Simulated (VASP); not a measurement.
# Mg3CdS4 (P4/mmm) in VASP: relaxation of cell and atoms with PBE

Aim: the relaxation of cell and atoms of Mg3CdS4 with PBE.

Program: VASP 6.6.1. These are calculated values, not measurements. Logs are shortened: lines on timing, memory, paths and dates and some standing lists are left out, and cuts for length are marked.

### 1 The cell of the first run

It takes space group P4/mmm (No. 123, tetragonal). The conventional cell has a = 3.752 Å, b = 3.752 Å, c = 10.632 Å, α = 90.00°, β = 90.00°, γ = 90.00°. Within 3.4 Å of Mg (site symmetry 4mm) lie 6 S at 2.61 to 2.70 Å. Within 3.4 Å of Mg (site symmetry 4/mmm) lie 6 S at 2.59 to 2.65 Å. Cd (site symmetry 4/mmm) has 6 S at 2.65 to 2.73 Å within 3.5 Å. S (site symmetry 4/mmm) has 4 Cd at 2.65 Å and 2 Mg at 2.70 Å within 3.5 Å. S (site symmetry 4mm) has 5 Mg at 2.59 to 2.65 Å and 1 Cd at 2.73 Å within 3.4 Å. Within 3.4 Å of S (site symmetry 4/mmm) lie 6 Mg at 2.61 to 2.65 Å.

### 2 Relaxation of cell and atoms, PBE

The input, INCAR:

```
  ALGO = Normal
  EDIFF = 1E-6
  EDIFFG = -0.01
  ENCUT = 600
  GGA = PE
  IBRION = 2
  ISIF = 3
  ISMEAR = 0
  LASPH = T
  LCHARG = F
  LREAL = F
  LWAVE = F
  NELM = 100
  NSW = 100
  PREC = Accurate
  SIGMA = 0.02
```

The input, KPOINTS:

```
k-points
0
Gamma
  8 8 4
```

The input, POSCAR:

```
Mg3CdS4
1.0
    3.7522800000      0.0000000000      0.0000000000
    0.0000000000      3.7522800000      0.0000000000
    0.0000000000      0.0000000000     10.6323821000
Mg Cd S
3 1 4
Direct
    0.0000000000      0.0000000000      0.7456080000
    0.0000000000      0.0000000000      0.2543920000
    0.5000000000      0.5000000000      0.5000000000
    0.5000000000      0.5000000000      0.0000000000
    0.0000000000      0.0000000000      0.0000000000
    0.5000000000      0.5000000000      0.2568390000
    0.0000000000      0.0000000000      0.5000000000
    0.5000000000      0.5000000000      0.7431610000
```

Potentials or basis: VASP PAW PBE potentials, release 64 (Mg, Cd, S).

On the command line:

```console
> cat potpaw_PBE.64/Mg/POTCAR potpaw_PBE.64/Cd/POTCAR potpaw_PBE.64/S/POTCAR > POTCAR
> mpirun -np 1 vasp_std > vasp.out
```

OUTCAR:

```text
EDIFF = 1E-6
   EDIFFG = -0.01
   ENCUT = 600
   GGA = PE
   IBRION = 2
   ISIF = 3
   ISMEAR = 0
   LASPH = T
   LREAL = F
   NELM = 100
   NSW = 100
   PREC = Accurate

 ion  position               nearest neighbor table
   1  0.000  0.000  0.746-   7 2.61   8 2.65   8 2.65   8 2.65   8 2.65   5 2.70
   2  0.000  0.000  0.254-   7 2.61   6 2.65   6 2.65   6 2.65   6 2.65   5 2.70
   3  0.500  0.500  0.500-   6 2.59   8 2.59   7 2.65   7 2.65   7 2.65   7 2.65
   4  0.500  0.500  0.000-   5 2.65   5 2.65   5 2.65   5 2.65   8 2.73   6 2.73
   5  0.000  0.000  0.000-   4 2.65   4 2.65   4 2.65   4 2.65   1 2.70   2 2.70
   6  0.500  0.500  0.257-   3 2.59   2 2.65   2 2.65   2 2.65   2 2.65   4 2.73
   7  0.000  0.000  0.500-   1 2.61   2 2.61   3 2.65   3 2.65   3 2.65   3 2.65
   8  0.500  0.500  0.743-   3 2.59   1 2.65   1 2.65   1 2.65   1 2.65   4 2.73

  LATTYP: Found a simple tetragonal cell.
 ALAT       =     3.7522800000
 C/A-ratio  =     2.8335790773

  Lattice vectors:

 A1 = (   3.7522800000,   0.0000000000,   0.0000000000)
 A2 = (   0.0000000000,   3.7522800000,   0.0000000000)
 A3 = (   0.0000000000,   0.0000000000,  10.6323821000)

Analysis of symmetry for initial positions (statically):
=====================================================================
 Subroutine PRICEL returns:
 Original cell was already a primitive cell.

 Routine SETGRP: Setting up the symmetry group for a
 simple tetragonal supercell.

 Subroutine GETGRP returns: Found 16 space group operations
 (whereof 16 operations were pure point group operations)
 out of a pool of 16 trial point group operations.

The static configuration has the point symmetry D_4h.

Analysis of symmetry for dynamics (positions and initial velocities):
=====================================================================
 Subroutine PRICEL returns:
 Original cell was already a primitive cell.

 Routine SETGRP: Setting up the symmetry group for a
 simple tetragonal supercell.

 Subroutine GETGRP returns: Found 16 space group operations
 (whereof 16 operations were pure point group operations)
 out of a pool of 16 trial point group operations.

The dynamic configuration has the point symmetry D_4h.

 Subroutine INISYM returns: Found 16 space group operations
 (whereof 16 operations are pure point group operations),
 and found     1 'primitive' translations

----------------------------------------------------------------------------------------

                                     Primitive cell

  volume of cell :     149.6997

  direct lattice vectors                    reciprocal lattice vectors
     3.752280000  0.000000000  0.000000000     0.266504632  0.000000000  0.000000000
     0.000000000  3.752280000  0.000000000     0.000000000  0.266504632  0.000000000
     0.000000000  0.000000000 10.632382100     0.000000000  0.000000000  0.094052301

  length of vectors
     3.752280000  3.752280000 10.632382100     0.266504632  0.266504632  0.094052301

  position of ions in fractional coordinates (direct lattice)
     0.000000000  0.000000000  0.745608000
     0.000000000  0.000000000  0.254392000
     0.500000000  0.500000000  0.500000000
     0.500000000  0.500000000  0.000000000
     0.000000000  0.000000000  0.000000000
     0.500000000  0.500000000  0.256839000
     0.000000000  0.000000000  0.500000000
     0.500000000  0.500000000  0.743161000

  ion indices of the primitive-cell ions
   primitive index   ion index
                 1           1
                 2           2
                 3           3
                 4           4
                 5           5
                 6           6
                 7           7
                 8           8

----------------------------------------------------------------------------------------

 KPOINTS: k-points

Automatic generation of k-mesh.
 Grid dimensions read from file:
 generate k-points for:    8    8    4

 Generating k-lattice:

  Cartesian coordinates                     Fractional coordinates (reciprocal lattice)
     0.033313079  0.000000000  0.000000000     0.125000000  0.000000000  0.000000000
     0.000000000  0.033313079  0.000000000     0.000000000  0.125000000  0.000000000
     0.000000000  0.000000000  0.023513075     0.000000000  0.000000000  0.250000000

  Length of vectors
     0.033313079  0.033313079  0.023513075

  Shift w.r.t. Gamma in fractional coordinates (k-lattice)
     0.000000000  0.000000000  0.000000000

 Subroutine IBZKPT returns following result:
 ===========================================

 Found     45 irreducible k-points:

 Following reciprocal coordinates:
            Coordinates               Weight
  0.000000  0.000000  0.000000      1.000000
  0.125000  0.000000  0.000000      4.000000
  0.250000  0.000000  0.000000      4.000000
  0.375000  0.000000  0.000000      4.000000
  0.500000  0.000000  0.000000      2.000000
  0.125000  0.125000  0.000000      4.000000
[... 16 lines left out ...]
  0.375000  0.125000  0.250000     16.000000
  0.500000  0.125000  0.250000      8.000000
 [... further k-points ...]
   k-points           NKPTS =     45   k-points in BZ     NKDIM =     45   number of bands    NBANDS=     26
   number of dos      NEDOS =    301   number of ions     NIONS =      8
   total plane-waves  NPLWV =  81000
   dimension x,y,z NGX =    30 NGY =   30 NGZ =   90
   dimension x,y,z NGXF=    60 NGYF=   60 NGZF=  180
   ions per type =               3   1   4
   NGX,Y,Z   is equivalent  to a cutoff of  13.29, 13.29, 14.07 a.u.
   NGXF,Y,Z  is equivalent  to a cutoff of  26.58, 26.58, 28.14 a.u.
 SYSTEM =  unknown system
   PREC   = accura    normal or accurate (medium, high low for compatibility)
   ISTART =      0    job   : 0-new  1-cont  2-samecut
   ICHARG =      2    charge: 1-file 2-atom 10-const
   ISPIN  =      1    spin polarized calculation?
   LNONCOLLINEAR =      F non collinear calculations
   LSORBIT =      F    spin-orbit coupling
   LASPH  =      T    aspherical Exc in radial PAW
   ENCUT  =  600.0 eV  44.10 Ry    6.64 a.u.   7.49  7.49 21.24*2*pi/ulx,y,z
   NELM   =    100;   NELMIN=  2; NELMDL= -5     # of ELM steps
   EDIFF  = 0.1E-05   stopping-criterion for ELM
   LREAL  =      F    real-space projection
   EDIFFG = -.1E-01   stopping-criterion for IOM
   NSW    =    100    number of steps for IOM
   IBRION =      2    ionic relax: 0-MD 1-quasi-New 2-CG
   NFREE  =      1    steps in history (QN), initial steepest desc. (CG)
   ISIF   =      3    stress and relaxation
   ISYM   =      2    0-nonsym 1-usesym 2-fastsym
   POTIM  = 0.5000    time-step for ionic-motion
   TEBEG  =    0.0;   TEEND  =   0.0 temperature during run
   PSTRESS=    0.0 pullay stress
   NELECT =      42.0000    total number of electrons
   NUPDOWN=      -1.0000    fix difference up-down
   EMIN   =  10.00;   EMAX   =-10.00  energy-range for DOS
   EFERMI =   0.00;   METHOD = LEGACY
   ISMEAR =     0;   SIGMA  =   0.02  broadening in eV -4-tet -1-fermi 0-gaus
   EFERMI_NEDOS =   21; number of points for ismear=-14 and -15
   IALGO  =     38    algorithm
   IMIX   =      4    mixing-type and parameters
     AMIX     =   0.40;   BMIX     =  1.00
     AMIX_MAG =   1.60;   BMIX_MAG =  1.00
  volume/ion in A,a.u.               =      18.71       126.28
  Fermi-wavevector in a.u.,A,eV,Ry     =   1.071727  2.025271 15.627640  1.148599
  Thomas-Fermi vector in A             =   2.207476
   LORBIT       =      0    0 simple, 1 ext, 2 COOP (PROOUT), +10 PAW based schemes
   GGA     = PE    functional components
   LHFCALC =     F    Hartree Fock is set to
   AEXX    =    0.0000 exact exchange contribution
   IVDW    =     0    specifies the selected vdW correction
   LEPSILON=     F    determine dielectric tensor
   LRPA    =     F    only Hartree local field effects (RPA)
 conjugate gradient relaxation of ions
 non-spin polarized calculation
 Gauss-broadening in eV      SIGMA  =   0.02
  energy-cutoff  :      600.00
  volume of cell :      149.70
 maximum number of plane-waves:      5043
 NGX is ok and might be reduce to    30
   NGX = 15   NGY = 15   NGZ = 43

--------------------------------------- Ionic step        1  -------------------------------------------

 number of electron      42.0000007 magnetization

 Free energy of the ion-electron system (eV)
  ---------------------------------------------------
  ext. energy  EPLUGINS =         0.00000000
  ---------------------------------------------------
  free energy    TOTEN  =       -31.22958727 eV

  energy without entropy =      -31.22958727  energy(sigma->0) =      -31.22958727

------------------------ aborting loop because EDIFF is reached ----------------------------------------

  FORCE on cell =-STRESS in cart. coord.  units (eV):
  Direction    XX          YY          ZZ          XY          YZ          ZX
  --------------------------------------------------------------------------------------
  -------------------------------------------------------------------------------------
  Total       -0.0427675     -0.0427675     -0.0843647      0.0000000      0.0000000     -0.0000000
  in kB       -0.4577241     -0.4577241     -0.9029221      0.0000000      0.0000000     -0.0000000
  external PRESSURE =      -0.6061234 kB  Pullay stress =       0.0000000 kB
[... 111 lines left out ...]
  energy  without entropy=      -31.2296730510  energy(sigma->0) =      -31.22967305

--------------------------------------- Ionic step        4  -------------------------------------------

 number of electron      42.0000008 magnetization

 Free energy of the ion-electron system (eV)
  ---------------------------------------------------
  ext. energy  EPLUGINS =         0.00000000
  ---------------------------------------------------
  free energy    TOTEN  =       -31.22970534 eV

  energy without entropy =      -31.22970534  energy(sigma->0) =      -31.22970534

 E-fermi :   3.8022     XC(G=0):  -9.7978

 val. band max:        3.6911249211   @ k =   0.5000   0.0000   0.0000
 cond. band min:       4.7319738435   @ k =   0.5000   0.5000   0.0000
 fundamental gap:      1.0408489223
 Fermi energy:         3.8021538838

 k-point     1 :       0.0000    0.0000    0.0000
  band No.  band energies     occupation
      1      -9.2975      2.00000
      2      -8.7408      2.00000
      3      -8.5099      2.00000
      4      -7.8036      2.00000
      5      -4.2051      2.00000
      6      -4.0308      2.00000
[... 685 lines left out ...]
     25       8.7316      0.00000
     26       9.3062      0.00000

 [... further k-points ...]
[... 5 lines left out ...]
  --------------------------------------------------------------------------------------
  -------------------------------------------------------------------------------------
  Total        0.0128064      0.0128064      0.0191450      0.0000000      0.0000000     -0.0000000
  in kB        0.1372040      0.1372040      0.2051143      0.0000000      0.0000000     -0.0000000
  external PRESSURE =       0.1598408 kB  Pullay stress =       0.0000000 kB
[... 23 lines left out ...]
  FREE ENERGIE OF THE ION-ELECTRON SYSTEM (eV)
  ---------------------------------------------------
  free  energy   TOTEN  =       -31.2297053422 eV

  energy  without entropy=      -31.2297053422  energy(sigma->0) =      -31.22970534

 reached required accuracy - stopping structural energy minimisation
```

Run time: 3.3 min. Hardware: 1 thread of Intel Xeon 6975P-C (Granite Rapids), shared host; peak memory 0.42 GiB.

Results:

```yaml
Free_energy: -31.2297 eV
Relaxed_volume: 18.69 Å³/atom
Relaxed_cell: a = 3.752 Å, b = 3.752 Å, c = 10.625 Å, α = 90.00°, β = 90.00°, γ = 90.00°
Space_group_after_relaxing_to_0.1_Å: P4/mmm (No. 123)
Energy_gained_by_relaxing: 0.0 meV/atom
Ionic_steps: 4
Pressure_after_relaxing: 0.0 GPa
Largest_force_after_relaxing: 0.007 eV/Å
Band_gap_on_the_k_mesh: 1.04 eV (least direct gap 1.84 eV)
```

Forces on the atoms (eV/Å):
```
Mg   0.000  0.000 -0.007
Mg   0.000  0.000  0.007
Mg   0.000  0.000  0.000
Cd   0.000  0.000  0.000
S    0.000  0.000  0.000
S    0.000  0.000  0.005
S    0.000  0.000  0.000
S    0.000  0.000 -0.005
```

The path:
| step | energy change (eV) | largest force (eV/Å) | pressure (GPa) | volume (Å³) |
| --- | --- | --- | --- | --- |
| 1 | 0.0000 | 0.0256 | -0.06 | 149.70 |
| 2 | -0.0001 | 0.0161 | 0.02 | 149.55 |
| 3 | -0.0001 | 0.0130 | 0.03 | 149.50 |
| 4 | -0.0001 | 0.0072 | 0.02 | 149.54 |

Final structure:
```yaml
crystal:
  lattice:
    - [3.75161, 0.00000, 0.00000]
    - [0.00000, 3.75161, 0.00000]
    - [0.00000, 0.00000, 10.62517]
  atoms:
    - { symbol: Mg, position: [0.00000, 0.00000, 0.74554] }
    - { symbol: Mg, position: [0.00000, 0.00000, 0.25446] }
    - { symbol: Mg, position: [0.50000, 0.50000, 0.50000] }
    - { symbol: Cd, position: [0.50000, 0.50000, 0.00000] }
    - { symbol: S, position: [0.00000, 0.00000, 0.00000] }
    - { symbol: S, position: [0.50000, 0.50000, 0.25709] }
    - { symbol: S, position: [0.00000, 0.00000, 0.50000] }
    - { symbol: S, position: [0.50000, 0.50000, 0.74291] }
```

A k mesh can miss the band edges.
